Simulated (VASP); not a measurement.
# Mo: single point with PBE

The system is Mo.

```
CELL_PARAMETERS angstrom
0.00000 1.99693 1.84855
1.99693 0.00000 1.84855
1.99693 1.99693 0.00000
ATOMIC_POSITIONS crystal
Mo 0.00000 0.00000 0.00000
```

This cell differs from its parent crystal: volume 14.743 Å^3 an atom, c/a of the conventional cell 0.9257.

```yaml
Program: VASP 6.6.1
Task: single point
Functional: PBE
Potentials_or_basis: VASP PAW PBE potentials, release 64 (Mo_sv)
Cutoff: 520 eV
k_mesh: 22 × 22 × 22
Occupations: gaussian, width 0.15 eV
Spin: no spin polarisation
```

* Pressure: 24.6 GPa
* Band gap on the k mesh: zero (band 7 reaches 17.53 eV, above the bottom of band 8 at 12.36 eV)

Stress tensor (GPa, compression positive):
```
30.12  0.00  0.00
 0.00 30.12  0.00
 0.00  0.00 13.60
```

Levels at points of the mesh, in eV from the Fermi level:
| k point | band 5 | band 6 | band 7 | band 8 | band 9 | band 10 |
| --- | --- | --- | --- | --- | --- | --- |
| (0.00, 0.00, 0.00) | -7.08 | -1.25 | -1.25 | -0.28 | 1.32 | 2.63 |
| (0.50, 0.00, 0.00) | -5.16 | -1.75 | -0.56 | 1.78 | 4.02 | 4.70 |
| (0.50, 0.50, 0.00) | -5.71 | -5.08 | 4.30 | 5.06 | 5.06 | 5.57 |
| (0.50, 0.00, 0.50) | -5.62 | -4.81 | 3.92 | 4.25 | 4.50 | 5.46 |

Run time: 53 s on 1 thread of Intel(R) Xeon(R) 6975P-C (Granite Rapids) (shared host), peak memory 0.26 GiB.
